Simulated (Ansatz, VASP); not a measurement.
Mo in VASP and in Ansatz

```
Mo
1.0
    -1.58022    1.58022    1.58022
     1.58022   -1.58022    1.58022
     3.16044    3.16044    0.00000
Mo
2
Direct
  0.03356 0.96644 0.00000
  0.46644 0.53356 0.50000
```

Change from the starting cell: mode 5 (192.3 1/cm) frozen in, largest displacement -0.150 Å.

Alike in both runs: task single point; functional PBE; k mesh 24 × 24 × 14; occupations gaussian, width 0.15 eV; no spin polarisation.

|  | VASP | Ansatz |
| --- | --- | --- |
| version | VASP 6.6.1 | Ansatz 0.2.0 |
| potentials or method | VASP PAW PBE potentials, release 64 (Mo_sv), cutoff 520 eV | scalar-relativistic, plane waves, PAW |
| valence electrons in the cell | 28 | 28 |

|  | VASP | Ansatz | Ansatz less VASP |
| --- | --- | --- | --- |
| gap on the k mesh at the Fermi level (eV) | none | none | - |
| pressure (GPa) | 2.1 | 1.6 | -0.51 |
| traceless stress, the component that is largest in VASP (GPa) | 5.19 | 5.20 | +0.011 |
| rms of the force components (eV/Å) | 0.893 | 0.894 | +0.0013 |

Atom by atom the forces differ by 0.001 eV/Å (rms over components). A gap of «none» marks a metal or a gap that the smearing closes.
